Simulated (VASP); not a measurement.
# Lu (P6_3/mmc) in VASP: notebook, part 2 of 3

VASP 6.6.1. The steps go on from the part before.

## Step 3: Single point, r2SCAN

This run uses another cell than the first one, of 21.74 Å³/atom, 1.088 times its volume.

File POSCAR:

```
Lu
1.0
    3.1880203711      0.0000000000      0.0000000000
   -1.5940101856      2.7609066292      0.0000000000
    0.0000000000      0.0000000000      4.9405396836
Lu
2
Direct
    0.3333333333      0.6666666667      0.2500000000
    0.6666666667      0.3333333333      0.7500000000
```

File INCAR.step1:

```
SYSTEM = Lu
  PREC = Accurate
  ENCUT = 520
  ISMEAR = 0
  SIGMA = 0.05
  LREAL = .False.
  LASPH = .True.
  NELM = 60
  NBANDS = 32
  GGA = PE
  ALGO = Normal
  EDIFF = 1E-4
  LWAVE = .True.
  LCHARG = .False.
```

File INCAR.step2:

```
SYSTEM = Lu
  PREC = Accurate
  ENCUT = 520
  EDIFF = 1E-6
  ISMEAR = 0
  SIGMA = 0.05
  LREAL = .False.
  LASPH = .True.
  NELM = 60
  ALGO = Normal
  ISIF = 2
  LWAVE = .False.
  LCHARG = .False.
  METAGGA = R2SCAN
  LMIXTAU = .True.
  NBANDS = 32
  ISTART = 1
```

File KPOINTS:

```
Automatic mesh
0
Gamma
  6 6 3
  0 0 0
```

Potentials or basis: VASP PAW PBE potentials, release 64 (Lu).

Run with:

```
$ cat potpaw_PBE.64/Lu/POTCAR > POTCAR
$ cp INCAR.step1 INCAR
$ mpirun -np 1 vasp_std > vasp.out
$ cp INCAR.step2 INCAR
$ mpirun -np 1 vasp_std > vasp.out
```

OUTCAR:

```text
SYSTEM = Lu
   PREC = Accurate
   ENCUT = 520
   EDIFF = 1E-6
   ISMEAR = 0
   LREAL = .False.
   LASPH = .True.
   NELM = 60
   ISIF = 2
   METAGGA = R2SCAN
   ISTART = 1

 ion  position               nearest neighbor table
   1  0.333  0.667  0.250-   2 3.08   2 3.08   2 3.08   2 3.08   2 3.08   2 3.08
   2  0.667  0.333  0.750-   1 3.08   1 3.08   1 3.08   1 3.08   1 3.08   1 3.08

  LATTYP: Found a hexagonal cell.
 ALAT       =     3.1880203711
 C/A-ratio  =     1.5497202365

  Lattice vectors:

 A1 = (   3.1880203711,   0.0000000000,   0.0000000000)
 A2 = (  -1.5940101856,   2.7609066292,   0.0000000000)
 A3 = (   0.0000000000,   0.0000000000,   4.9405396836)

Analysis of symmetry for initial positions (statically):
=====================================================================
 Subroutine PRICEL returns:
 Original cell was already a primitive cell.

 Routine SETGRP: Setting up the symmetry group for a
 hexagonal supercell.

 Subroutine GETGRP returns: Found 24 space group operations
 (whereof 12 operations were pure point group operations)
 out of a pool of 24 trial point group operations.

The static configuration has the point symmetry D_3d.
 The point group associated with its full space group is D_6h.

Analysis of symmetry for dynamics (positions and initial velocities):
=====================================================================
 Subroutine PRICEL returns:
 Original cell was already a primitive cell.

 Routine SETGRP: Setting up the symmetry group for a
 hexagonal supercell.

 Subroutine GETGRP returns: Found 24 space group operations
 (whereof 12 operations were pure point group operations)
 out of a pool of 24 trial point group operations.

The dynamic configuration has the point symmetry D_3d.
 The point group associated with its full space group is D_6h.

 Subroutine INISYM returns: Found 24 space group operations
 (whereof 12 operations are pure point group operations),
 and found     1 'primitive' translations

----------------------------------------------------------------------------------------

                                     Primitive cell

  volume of cell :      43.4858

  direct lattice vectors                    reciprocal lattice vectors
     3.188020371  0.000000000  0.000000000     0.313674282  0.181099931  0.000000000
    -1.594010186  2.760906629  0.000000000     0.000000000  0.362199862  0.000000000
     0.000000000  0.000000000  4.940539684     0.000000000  0.000000000  0.202407037

  length of vectors
     3.188020371  3.188020371  4.940539684     0.362199862  0.362199862  0.202407037

  position of ions in fractional coordinates (direct lattice)
     0.333333333  0.666666667  0.250000000
     0.666666667  0.333333333  0.750000000

  ion indices of the primitive-cell ions
   primitive index   ion index
                 1           1
                 2           2

----------------------------------------------------------------------------------------

 KPOINTS: Automatic mesh

Automatic generation of k-mesh.
 Grid dimensions read from file:
 generate k-points for:    6    6    3

 Generating k-lattice:

  Cartesian coordinates                     Fractional coordinates (reciprocal lattice)
     0.052279047  0.030183322  0.000000000     0.166666667 -0.000000000  0.000000000
     0.000000000  0.060366644  0.000000000     0.000000000  0.166666667  0.000000000
     0.000000000  0.000000000  0.067469012     0.000000000  0.000000000  0.333333333

  Length of vectors
     0.060366644  0.060366644  0.067469012

  Shift w.r.t. Gamma in fractional coordinates (k-lattice)
     0.000000000  0.000000000  0.000000000

 Subroutine IBZKPT returns following result:
 ===========================================

 Found     14 irreducible k-points:

 Following reciprocal coordinates:
            Coordinates               Weight
  0.000000  0.000000  0.000000      1.000000
  0.166667 -0.000000  0.000000      6.000000
  0.333333  0.000000  0.000000      6.000000
  0.500000  0.000000  0.000000      3.000000
  0.166667  0.166667  0.000000      6.000000
  0.333333  0.166667  0.000000     12.000000
  0.333333  0.333333  0.000000      2.000000
  0.000000  0.000000  0.333333      2.000000
  0.166667 -0.000000  0.333333     12.000000
  0.333333  0.000000  0.333333     12.000000
  0.500000  0.000000  0.333333      6.000000
  0.166667  0.166667  0.333333     12.000000
  0.333333  0.166667  0.333333     24.000000
  0.333333  0.333333  0.333333      4.000000
   k-points           NKPTS =     14   k-points in BZ     NKDIM =     14   number of bands    NBANDS=     32
   number of dos      NEDOS =    301   number of ions     NIONS =      2
   total plane-waves  NPLWV =  23040
   dimension x,y,z NGX =    24 NGY =   24 NGZ =   40
   dimension x,y,z NGXF=    48 NGYF=   48 NGZF=   80
   ions per type =               2
   NGX,Y,Z   is equivalent  to a cutoff of  12.52, 12.52, 13.46 a.u.
   NGXF,Y,Z  is equivalent  to a cutoff of  25.03, 25.03, 26.92 a.u.
 SYSTEM =  Lu
   PREC   = accura    normal or accurate (medium, high low for compatibility)
   ISTART =      1    job   : 0-new  1-cont  2-samecut
   ICHARG =      0    charge: 1-file 2-atom 10-const
   ISPIN  =      1    spin polarized calculation?
   LNONCOLLINEAR =      F non collinear calculations
   LSORBIT =      F    spin-orbit coupling
   LASPH  =      T    aspherical Exc in radial PAW
   ENCUT  =  520.0 eV  38.22 Ry    6.18 a.u.   5.93  5.93  9.19*2*pi/ulx,y,z
   NELM   =     60;   NELMIN=  2; NELMDL=  0     # of ELM steps
   EDIFF  = 0.1E-05   stopping-criterion for ELM
   LREAL  =      F    real-space projection
   EDIFFG = 0.1E-04   stopping-criterion for IOM
   NSW    =      0    number of steps for IOM
   IBRION =     -1    ionic relax: 0-MD 1-quasi-New 2-CG
   NFREE  =      0    steps in history (QN), initial steepest desc. (CG)
   ISIF   =      2    stress and relaxation
   ISYM   =      2    0-nonsym 1-usesym 2-fastsym
   POTIM  = 0.5000    time-step for ionic-motion
   TEBEG  =    0.0;   TEEND  =   0.0 temperature during run
   PSTRESS=    0.0 pullay stress
   NELECT =      50.0000    total number of electrons
   NUPDOWN=      -1.0000    fix difference up-down
   EMIN   =  10.00;   EMAX   =-10.00  energy-range for DOS
   EFERMI =   0.00;   METHOD = LEGACY
   ISMEAR =     0;   SIGMA  =   0.05  broadening in eV -4-tet -1-fermi 0-gaus
   EFERMI_NEDOS =   21; number of points for ismear=-14 and -15
   IALGO  =     38    algorithm
   IMIX   =      4    mixing-type and parameters
     AMIX     =   0.40;   BMIX     =  1.00
     AMIX_MAG =   1.60;   BMIX_MAG =  1.00
  volume/ion in A,a.u.               =      21.74       146.73
  Fermi-wavevector in a.u.,A,eV,Ry     =   1.715072  3.241017 40.021170  2.941473
  Thomas-Fermi vector in A             =   2.792512
   LORBIT       =      0    0 simple, 1 ext, 2 COOP (PROOUT), +10 PAW based schemes
   METAGGA = R2SCAN    functional components
   LHFCALC =     F    Hartree Fock is set to
   AEXX    =    0.0000 exact exchange contribution
   IVDW    =     0    specifies the selected vdW correction
   LEPSILON=     F    determine dielectric tensor
   LRPA    =     F    only Hartree local field effects (RPA)
 non-spin polarized calculation
 Gauss-broadening in eV      SIGMA  =   0.05
  energy-cutoff  :      520.00
  volume of cell :       43.49
 maximum number of plane-waves:      1188
 NGX is ok and might be reduce to    24
   NGX = 11   NGY = 11   NGZ = 19

 number of electron      50.0000005 magnetization

 Free energy of the ion-electron system (eV)
  ---------------------------------------------------
  ext. energy  EPLUGINS =         0.00000000
  ---------------------------------------------------
  free energy    TOTEN  =       -75.31328474 eV

  energy without entropy =      -75.31171468  energy(sigma->0) =      -75.31249971

 E-fermi :   3.3204     XC(G=0): -13.2734

 val. band max:        3.3204031911   @ k =   0.1667   0.1667   0.0000
 cond. band min:       3.4589719354   @ k =   0.5000   0.0000   0.3333
 fundamental gap:      0.1385687443
 Fermi energy:         3.3204111671

 k-point     1 :       0.0000    0.0000    0.0000
  band No.  band energies     occupation
      1     -53.9566      2.00000
      2     -53.8133      2.00000
      3     -24.7903      2.00000
      4     -23.6435      2.00000
      5     -23.6434      2.00000
      6     -23.4349      2.00000
[... 479 lines left out ...]
     31      10.7273      0.00000
     32      10.7273      0.00000

------------------------ aborting loop because EDIFF is reached ----------------------------------------

  FORCE on cell =-STRESS in cart. coord.  units (eV):
  Direction    XX          YY          ZZ          XY          YZ          ZX
  --------------------------------------------------------------------------------------
  -------------------------------------------------------------------------------------
  Total        5.7067663      5.7067663      5.6449682     -0.0000000      0.0000000      0.0000000
  in kB      210.2584560    210.2584560    207.9815853     -0.0000000      0.0000000      0.0000000
  external PRESSURE =     209.4994991 kB  Pullay stress =       0.0000000 kB

 VOLUME and BASIS-vectors are now :
 -----------------------------------------------------------------------------
  energy-cutoff  :      520.00
  volume of cell :       43.49
      direct lattice vectors                 reciprocal lattice vectors
     3.188020371  0.000000000  0.000000000     0.313674282  0.181099931  0.000000000
    -1.594010186  2.760906629  0.000000000     0.000000000  0.362199862  0.000000000
     0.000000000  0.000000000  4.940539684     0.000000000  0.000000000  0.202407037

 POSITION                                       TOTAL-FORCE (eV/Angst)
 -----------------------------------------------------------------------------------
     -0.00000      1.84060      1.23513        -0.000000      0.000000      0.000000
      1.59401      0.92030      3.70540         0.000000     -0.000000      0.000000
 -----------------------------------------------------------------------------------
    total drift:                               -0.000000      0.000000     -0.000000

  FREE ENERGIE OF THE ION-ELECTRON SYSTEM (eV)
  ---------------------------------------------------
  free  energy   TOTEN  =       -75.3132847351 eV

  energy  without entropy=      -75.3117146773  energy(sigma->0) =      -75.31249971
```

Wall time 64 s (1 thread of Intel Xeon 6975P-C, shared host); peak memory 0.18 GiB.

Results:

```
Free energy            : -75.3133 eV
Pressure               : 20.9 GPa
Band gap on the k mesh : zero (band 25 reaches 5.36 eV, above the bottom of band 26 at 2.73 eV)
```

Caveat: the k points lie up to 0.42 Å⁻¹ apart; the PAW data sets were made with another functional, which shifts forces and pressure a little; spin-orbit coupling is left out, which moves the levels of the heavy elements.

## Step 4: Single point, r2SCAN

This run uses another cell than the first one, of 24.32 Å³/atom, 1.217 times its volume.

File POSCAR:

```
Lu
1.0
    3.3054709113      0.0000000000      0.0000000000
   -1.6527354556      2.8626217807      0.0000000000
    0.0000000000      0.0000000000      5.1406237237
Lu
2
Direct
    0.3333333333      0.6666666667      0.2500000000
    0.6666666667      0.3333333333      0.7500000000
```

File INCAR.step1:

```
PREC     = Accurate       # precision mode
ENCUT    = 520            # plane-wave cutoff, eV
ISMEAR   = 0              # smearing method
SIGMA    = 0.05           # smearing width, eV
LREAL    = False          # projectors in reciprocal space
LASPH    = True           # aspherical terms in the spheres
NELM     = 100            # most SCF steps
NBANDS   = 32             # bands
GGA      = PE             # functional
ALGO     = Normal         # electronic algorithm
EDIFF    = 1E-4           # SCF threshold, eV
LWAVE    = True           # write WAVECAR
LCHARG   = False          # write CHGCAR
```

File INCAR.step2:

```
PREC     = Accurate       # precision mode
ENCUT    = 520            # plane-wave cutoff, eV
EDIFF    = 1E-6           # SCF threshold, eV
ISMEAR   = 0              # smearing method
SIGMA    = 0.05           # smearing width, eV
LREAL    = False          # projectors in reciprocal space
LASPH    = True           # aspherical terms in the spheres
NELM     = 100            # most SCF steps
ALGO     = Normal         # electronic algorithm
ISIF     = 2              # what is computed and relaxed
LWAVE    = False          # write WAVECAR
LCHARG   = True           # write CHGCAR
METAGGA  = R2SCAN         # meta-GGA
LMIXTAU  = True         
LELF     = True           # ELF
LVHAR    = True         
NBANDS   = 32             # bands
ISTART   = 1
```

File KPOINTS:

```
regular mesh
0
Gamma
  6 6 3
```

Run with:

```
$ cat potpaw_PBE.64/Lu/POTCAR > POTCAR
$ cp INCAR.step1 INCAR
$ mpirun -np 1 vasp_std > vasp.out
$ cp INCAR.step2 INCAR
$ mpirun -np 1 vasp_std > vasp.out
```

Run time: 98 s. Hardware: 1 thread of Intel Xeon 6975P-C, shared host; peak memory 0.2 GiB.

Results (log left out):

* Free energy: -75.8169 eV
* Pressure: 10.6 GPa
* Band gap on the k mesh: zero (band 25 reaches 4.20 eV, above the bottom of band 26 at 2.18 eV)

Levels at points of the mesh, in eV from the Fermi level:
| k point | band 23 | band 24 | band 25 | band 26 | band 27 | band 28 |
| --- | --- | --- | --- | --- | --- | --- |
| (0.00, 0.00, 0.00) | -4.61 | -2.66 | 1.39 | 2.65 | 2.65 | 3.28 |
| (0.50, 0.00, 0.00) | -2.38 | -1.71 | -1.11 | -0.08 | 2.23 | 2.25 |

Caveat: the k points lie up to 0.41 Å⁻¹ apart; the PAW data sets were made with another functional, which shifts forces and pressure a little; spin-orbit coupling is left out, which moves the levels of the heavy elements.

(Part 2 of 3 ends here.)
